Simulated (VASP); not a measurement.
# ZnCu (Pm-3m) in VASP: a series of runs, part 2 of 2

VASP 6.6.1.

### Step 6. Single point, r2SCAN

This run uses another cell than the first one, of 12.43 Å³/atom, 1.064 times its volume.

File POSCAR:

```
ZnCu
1.0
    2.9186872409      0.0000000000      0.0000000000
    0.0000000000      2.9186872409      0.0000000000
    0.0000000000      0.0000000000      2.9186872409
Zn Cu
1 1
Direct
    0.5000000000      0.5000000000      0.5000000000
    0.0000000000      0.0000000000      0.0000000000
```

File INCAR.step1:

```
PREC = Accurate
ENCUT = 520
ISMEAR = 0
SIGMA = 0.1
LREAL = False
LASPH = True
NELM = 80
NBANDS = 18
GGA = PE
ALGO = Normal
EDIFF = 1E-4
LWAVE = True
LCHARG = False
```

File INCAR.step2:

```
PREC = Accurate
ENCUT = 520
EDIFF = 1E-6
ISMEAR = 0
SIGMA = 0.1
LREAL = False
LASPH = True
NELM = 80
ALGO = Normal
ISIF = 2
LWAVE = False
LCHARG = False
METAGGA = R2SCAN
LMIXTAU = True
NBANDS = 18
ISTART = 1
```

File KPOINTS:

```
regular mesh
0
Gamma
  14 14 14
```

Potentials or basis: VASP PAW PBE potentials, release 64 (Zn, Cu).

On the command line:

```console
> cat potpaw_PBE.64/Zn/POTCAR potpaw_PBE.64/Cu/POTCAR > POTCAR
> cp INCAR.step1 INCAR
> mpirun -np 1 vasp_std > vasp.out
> cp INCAR.step2 INCAR
> mpirun -np 1 vasp_std > vasp.out
```

OUTCAR:

```text
PREC = Accurate
   ENCUT = 520
   EDIFF = 1E-6
   ISMEAR = 0
   LREAL = False
   LASPH = True
   NELM = 80
   ISIF = 2
   METAGGA = R2SCAN
   ISTART = 1

 ion  position               nearest neighbor table
   1  0.500  0.500  0.500-   2 2.53   2 2.53   2 2.53   2 2.53   2 2.53   2 2.53   2 2.53   2 2.53

   2  0.000  0.000  0.000-   1 2.53   1 2.53   1 2.53   1 2.53   1 2.53   1 2.53   1 2.53   1 2.53

  LATTYP: Found a simple cubic cell.
 ALAT       =     2.9186872409

  Lattice vectors:

 A1 = (   2.9186872409,   0.0000000000,   0.0000000000)
 A2 = (   0.0000000000,   2.9186872409,   0.0000000000)
 A3 = (   0.0000000000,   0.0000000000,   2.9186872409)

Analysis of symmetry for initial positions (statically):
=====================================================================
 Subroutine PRICEL returns:
 Original cell was already a primitive cell.

 Routine SETGRP: Setting up the symmetry group for a
 simple cubic supercell.

 Subroutine GETGRP returns: Found 48 space group operations
 (whereof 48 operations were pure point group operations)
 out of a pool of 48 trial point group operations.

The static configuration has the point symmetry O_h .

Analysis of symmetry for dynamics (positions and initial velocities):
=====================================================================
 Subroutine PRICEL returns:
 Original cell was already a primitive cell.

 Routine SETGRP: Setting up the symmetry group for a
 simple cubic supercell.

 Subroutine GETGRP returns: Found 48 space group operations
 (whereof 48 operations were pure point group operations)
 out of a pool of 48 trial point group operations.

The dynamic configuration has the point symmetry O_h .

 Subroutine INISYM returns: Found 48 space group operations
 (whereof 48 operations are pure point group operations),
 and found     1 'primitive' translations

----------------------------------------------------------------------------------------

[... 111 lines left out ...]
     AMIX     =   0.40;   BMIX     =  1.00
     AMIX_MAG =   1.60;   BMIX_MAG =  1.00
  volume/ion in A,a.u.               =      12.43        83.89
  Fermi-wavevector in a.u.,A,eV,Ry     =   1.595132  3.014362 34.619279  2.544445
  Thomas-Fermi vector in A             =   2.693098
   LORBIT       =      0    0 simple, 1 ext, 2 COOP (PROOUT), +10 PAW based schemes
   METAGGA = R2SCAN    functional components
   LHFCALC =     F    Hartree Fock is set to
   AEXX    =    0.0000 exact exchange contribution
   IVDW    =     0    specifies the selected vdW correction
   LEPSILON=     F    determine dielectric tensor
   LRPA    =     F    only Hartree local field effects (RPA)
 non-spin polarized calculation
 Gauss-broadening in eV      SIGMA  =   0.10
  energy-cutoff  :      520.00
  volume of cell :       24.86
 maximum number of plane-waves:       691
 NGX is ok and might be reduce to    24
   NGX = 11   NGY = 11   NGZ = 11

 number of electron      22.9999985 magnetization

 Free energy of the ion-electron system (eV)
  ---------------------------------------------------
  ext. energy  EPLUGINS =         0.00000000
  ---------------------------------------------------
  free energy    TOTEN  =       -19.94437966 eV

  energy without entropy =      -19.94289787  energy(sigma->0) =      -19.94363876

 E-fermi :   5.6316     XC(G=0): -13.7018

 val. band max:        5.4998575594   @ k =   0.3571   0.2143   0.1429
 cond. band min:       5.6431169007   @ k =   0.4286   0.3571   0.2143
 fundamental gap:      0.1432593413
 Fermi energy:         5.6316471535

 k-point     1 :       0.0000    0.0000    0.0000
  band No.  band energies     occupation
      1      -5.3507      2.00000
      2      -2.6341      2.00000
      3      -2.6341      2.00000
      4      -1.8576      2.00000
      5      -1.8576      2.00000
      6      -1.8576      2.00000
[... 481 lines left out ...]
      5      -1.9142      2.00000
      6      -1.4024      2.00000
[... 10 lines left out ...]
     17      22.5562      0.00000
     18      23.4367      0.00000

 [... further k-points ...]

------------------------ aborting loop because EDIFF is reached ----------------------------------------

  FORCE on cell =-STRESS in cart. coord.  units (eV):
  Direction    XX          YY          ZZ          XY          YZ          ZX
  --------------------------------------------------------------------------------------
  -------------------------------------------------------------------------------------
  Total        0.1030574      0.1030574      0.1030574     -0.0000000     -0.0000000      0.0000000
  in kB        6.6408998      6.6408998      6.6408998     -0.0000000     -0.0000000      0.0000000
  external PRESSURE =       6.6408998 kB  Pullay stress =       0.0000000 kB

 VOLUME and BASIS-vectors are now :
 -----------------------------------------------------------------------------
  energy-cutoff  :      520.00
  volume of cell :       24.86
      direct lattice vectors                 reciprocal lattice vectors
     2.918687241  0.000000000  0.000000000     0.342619787  0.000000000  0.000000000
     0.000000000  2.918687241  0.000000000     0.000000000  0.342619787  0.000000000
     0.000000000  0.000000000  2.918687241     0.000000000  0.000000000  0.342619787

 POSITION                                       TOTAL-FORCE (eV/Angst)
 -----------------------------------------------------------------------------------
      1.45934      1.45934      1.45934         0.000000      0.000000      0.000000
      0.00000      0.00000      0.00000         0.000000      0.000000      0.000000
 -----------------------------------------------------------------------------------
    total drift:                                0.000000      0.000000     -0.000000

  FREE ENERGIE OF THE ION-ELECTRON SYSTEM (eV)
  ---------------------------------------------------
  free  energy   TOTEN  =       -19.9443796562 eV

  energy  without entropy=      -19.9428978655  energy(sigma->0) =      -19.94363876
```

OUTCAR.step1:

```text
PREC = Accurate
   ENCUT = 520
   ISMEAR = 0
   LREAL = False
   LASPH = True
[... 727 lines left out ...]
      1.45934      1.45934      1.45934         0.000000      0.000000      0.000000
      0.00000      0.00000      0.00000         0.000000      0.000000      0.000000
 -----------------------------------------------------------------------------------
    total drift:                                0.000000      0.000000     -0.000000

  FREE ENERGIE OF THE ION-ELECTRON SYSTEM (eV)
  ---------------------------------------------------
  free  energy   TOTEN  =        -4.9926073983 eV

  energy  without entropy=       -4.9911464502  energy(sigma->0) =       -4.99187692
```

It took 5.1 min on 1 thread of Oxide Virtual Turin-like, shared host; peak memory 0.15 GiB.

Results:

```yaml
Free_energy: -19.9444 eV
Pressure: 0.7 GPa
```

Levels at points of the mesh, in eV from the Fermi level:
| k point | band 9 | band 10 | band 11 | band 12 | band 13 | band 14 | band 15 | band 16 |
| --- | --- | --- | --- | --- | --- | --- | --- | --- |
| (0.00, 0.00, 0.00) | -2.89 | -2.89 | -2.89 | 6.72 | 6.72 | 6.72 | 11.68 | 11.68 |
| (0.50, 0.00, 0.00) | -3.48 | -3.48 | -2.97 | -2.12 | 12.58 | 12.58 | 13.16 | 13.16 |
| (0.50, 0.50, 0.00) | -3.05 | -2.66 | -2.10 | -2.10 | 2.04 | 2.37 | 15.09 | 16.52 |
| (0.50, 0.50, 0.50) | -2.64 | -2.64 | 4.53 | 4.53 | 4.53 | 4.58 | 4.76 | 4.76 |

Caveat: the PAW data sets were made with another functional, which shifts forces and pressure a little.

### Step 7. The runs side by side

| cell | gap on the mesh (eV) | pressure (GPa) |
| --- | --- | --- |
| a = 2.859 Å, 2 atoms | none | 10.4 |
| a = 2.889 Å, 2 atoms | none | 5.0 |
| a = 2.919 Å, 2 atoms | none | 0.7 |

Alike in all rows: task single point; level r2SCAN; potentials or basis VASP PAW PBE potentials, release 64 (Zn, Cu); no spin polarisation; k mesh 14 × 14 × 14; cutoff (eV) 520; smearing gaussian 0.1 eV.

Caveats: the PAW data sets were made with another functional, which shifts forces and pressure a little.

Absolute energies hang on the potentials; compare differences alone.
